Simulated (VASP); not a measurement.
# Li2O (Fm-3m) in VASP: a series of runs, part 2 of 2

VASP 6.6.1. Earlier steps stand in the parts before.

## (3) Single point, PBE

INCAR

```
  ALGO = Normal
  EDIFF = 1E-6
  ENCUT = 750
  GGA = PE
  GGA_COMPAT = F
  ISIF = 2
  ISMEAR = 0
  LASPH = T
  LCHARG = F
  LREAL = F
  LWAVE = F
  NBANDS = 13
  NELM = 120
  PREC = Accurate
  SIGMA = 0.01
```

KPOINTS

```
k-points
0
Gamma
  6 6 6
```

POSCAR

```
Li2O
1.0
    3.2597620000      0.0000000000      0.0000000000
    1.6298810000      2.8230367023      0.0000000000
    1.6298810000      0.9410122341      2.6615845276
Li O
2 1
Direct
    0.2500000000      0.2500000000      0.2500000000
    0.7500000000      0.7500000000      0.7500000000
    0.0000000000      0.0000000000      0.0000000000
```

Potentials or basis: VASP PAW PBE potentials, release 64 (Li_sv, O).

Command:

```console
$ cat potpaw_PBE.64/Li_sv/POTCAR potpaw_PBE.64/O/POTCAR > POTCAR
$ mpirun -np 1 vasp_std > vasp.out
```

OUTCAR:

```text
EDIFF = 1E-6
   ENCUT = 750
   GGA = PE
   ISIF = 2
   ISMEAR = 0
   LASPH = T
   LREAL = F
   NELM = 120
   PREC = Accurate

 ion  position               nearest neighbor table
   1  0.250  0.250  0.250-   3 2.00   3 2.00   3 2.00   3 2.00   2 2.30   2 2.30   2 2.30   2 2.30
                             2 2.30   2 2.30
   2  0.750  0.750  0.750-   3 2.00   3 2.00   3 2.00   3 2.00   1 2.30   1 2.30   1 2.30   1 2.30
                             1 2.30   1 2.30
   3  0.000  0.000  0.000-   2 2.00   1 2.00   1 2.00   2 2.00   2 2.00   1 2.00   1 2.00   2 2.00

  LATTYP: Found a face centered cubic cell.
 ALAT       =     4.6099996305

  Lattice vectors:

 A1 = (   3.2597620000,   0.0000000000,   0.0000000000)
 A2 = (   1.6298810000,   2.8230367023,   0.0000000000)
 A3 = (   1.6298810000,   0.9410122341,   2.6615845276)

Analysis of symmetry for initial positions (statically):
=====================================================================
 Subroutine PRICEL returns:
 Original cell was already a primitive cell.

 Routine SETGRP: Setting up the symmetry group for a
 face centered cubic supercell.

 Subroutine GETGRP returns: Found 48 space group operations
[... 174 lines left out ...]
      7       6.6782      0.00000
      8      13.3401      0.00000
      9      13.3401      0.00000
     10      13.3401      0.00000
     11      20.4332      0.00000
     12      20.4332      0.00000
     13      20.4332      0.00000
[... 226 lines left out ...]
  band No.  band energies     occupation
      1     -41.4454      2.00000
      2     -41.3907      2.00000
      3     -13.8087      2.00000
      4      -0.3660      2.00000
      5      -0.1839      2.00000
      6      -0.0763      2.00000
      7       7.8218      0.00000
      8      12.7558      0.00000
      9      15.2467      0.00000
     10      15.8426      0.00000
     11      18.2527      0.00000
     12      21.4188      0.00000
     13      23.4508      0.00000

------------------------ aborting loop because EDIFF is reached ----------------------------------------

  FORCE on cell =-STRESS in cart. coord.  units (eV):
  Direction    XX          YY          ZZ          XY          YZ          ZX
  --------------------------------------------------------------------------------------
  -------------------------------------------------------------------------------------
  Total        0.0798403      0.0798403      0.0798403     -0.0000000      0.0000000      0.0000000
  in kB        5.2226378      5.2226378      5.2226378     -0.0000000      0.0000000      0.0000000
  external PRESSURE =       5.2226378 kB  Pullay stress =       0.0000000 kB

 VOLUME and BASIS-vectors are now :
 -----------------------------------------------------------------------------
  energy-cutoff  :      750.00
  volume of cell :       24.49
      direct lattice vectors                 reciprocal lattice vectors
     3.259762000  0.000000000  0.000000000     0.306770862 -0.177114240 -0.125238680
     1.629881000  2.823036702  0.000000000     0.000000000  0.354228480 -0.125238680
     1.629881000  0.941012234  2.661584528     0.000000000  0.000000000  0.375716040

 POSITION                                       TOTAL-FORCE (eV/Angst)
 -----------------------------------------------------------------------------------
      1.62988      0.94101      0.66540        -0.000000      0.000000     -0.000000
      4.88964      2.82304      1.99619         0.000000     -0.000000      0.000000
      0.00000      0.00000      0.00000        -0.000000     -0.000000     -0.000000
 -----------------------------------------------------------------------------------
    total drift:                               -0.000000      0.000000     -0.000000

  FREE ENERGIE OF THE ION-ELECTRON SYSTEM (eV)
  ---------------------------------------------------
  free  energy   TOTEN  =       -14.3553435380 eV

  energy  without entropy=      -14.3553435380  energy(sigma->0) =      -14.35534354
```

It took 9.4 s on 1 thread of Intel Xeon Platinum 8375C at 2.90GHz (Ice Lake), shared host; peak memory 0.15 GiB.

Results:

```
Free energy            : -14.3553 eV
Pressure               : 0.5 GPa
Band gap on the k mesh : 4.99 eV, indirect (least direct gap 5.31 eV)
```

A k mesh can miss the band edges.

## (4) Single point, PBE

INCAR

```
SYSTEM = Li2O
PREC = Accurate ; ENCUT = 750
EDIFF = 1E-6 ; ISMEAR = 0
SIGMA = 0.01 ; LREAL = .False.
LASPH = .True. ; NELM = 120
ALGO = Normal ; ISIF = 2
LWAVE = .False. ; LCHARG = .True.
GGA = PE ; LELF = .True.
LVHAR = .True. ; NBANDS = 13
GGA_COMPAT = .False.
```

KPOINTS

```
regular mesh
0
Gamma
  8 8 8
  0 0 0
```

POSCAR is that of step 3.

Command:

```console
$ cat potpaw_PBE.64/Li_sv/POTCAR potpaw_PBE.64/O/POTCAR > POTCAR
$ mpirun -np 1 vasp_std > vasp.out
```

Run time: 19 s. Hardware: 1 thread of Intel Xeon Platinum 8375C at 2.90GHz (Ice Lake), shared host; peak memory 0.16 GiB.

Results (log left out):

```
Free energy            : -14.3554 eV
Pressure               : 0.5 GPa
Band gap on the k mesh : 4.99 eV, indirect (least direct gap 5.31 eV)
```

Levels at points of the mesh, in eV from the valence-band top:
| k point | band 3 | band 4 | band 5 | band 6 | band 7 | band 8 | band 9 | band 10 |
| --- | --- | --- | --- | --- | --- | --- | --- | --- |
| (0.00, 0.00, 0.00) | -15.46 | 0.00 | 0.00 | 0.00 | 5.31 | 11.97 | 11.97 | 11.97 |
| (0.50, 0.00, 0.00) | -15.23 | -2.79 | -0.45 | -0.45 | 9.25 | 9.87 | 12.10 | 12.10 |
| (0.50, 0.50, 0.00) | -15.18 | -1.61 | -1.39 | -1.39 | 4.99 | 13.60 | 13.60 | 14.80 |

A k mesh can miss the band edges. PBE gaps usually lie below the measured ones, often by a third to a half.

## (5) Single point, PBE

INCAR

```
SYSTEM = Li2O
PREC = Accurate
ENCUT = 750
EDIFF = 1E-6
ISMEAR = 0
SIGMA = 0.01
LREAL = .False.
LASPH = .True.
NELM = 120
ALGO = Normal
ISIF = 2
LWAVE = .False.
LCHARG = .False.
GGA = PE
NBANDS = 13
GGA_COMPAT = .False.
```

KPOINTS

```
Automatic mesh
0
Gamma
  10 10 10
  0 0 0
```

POSCAR is that of step 4.

Command:

```console
$ cat potpaw_PBE.64/Li_sv/POTCAR potpaw_PBE.64/O/POTCAR > POTCAR
$ mpirun -np 1 vasp_std > vasp.out
```

It took 27 s on 1 thread of Intel Xeon Platinum 8375C at 2.90GHz (Ice Lake), shared host; peak memory 0.16 GiB.

Results (log left out):

```
Free energy            : -14.3554 eV
Pressure               : 0.5 GPa
Band gap on the k mesh : 4.99 eV, indirect (least direct gap 5.31 eV)
```

Levels at points of the mesh, in eV from the valence-band top:
```
           k point  band 3  band 4  band 5  band 6  band 7  band 8  band 9  band 10
(0.00, 0.00, 0.00)  -15.46    0.00    0.00    0.00    5.31   11.97   11.97    11.97
(0.50, 0.00, 0.00)  -15.23   -2.79   -0.45   -0.45    9.25    9.87   12.10    12.10
(0.50, 0.50, 0.00)  -15.18   -1.61   -1.39   -1.39    4.99   13.60   13.60    14.80
```

A k mesh can miss the band edges. As with any semilocal functional, this PBE gap is likely too small.

## (6) The runs side by side

```tsv
k mesh	gap on the mesh (eV)	pressure (GPa)
4 × 4 × 4	4.99	0.5
6 × 6 × 6	4.99	0.5
8 × 8 × 8	4.99	0.5
10 × 10 × 10	4.99	0.5
```

Alike in all rows: task single point; level PBE; potentials or basis VASP PAW PBE potentials, release 64 (Li_sv, O); no spin polarisation; cell as given; cutoff (eV) 750; smearing gaussian 0.01 eV.

Caveats: some runs use coarse meshes.

Absolute energies hang on the potentials; compare differences alone.
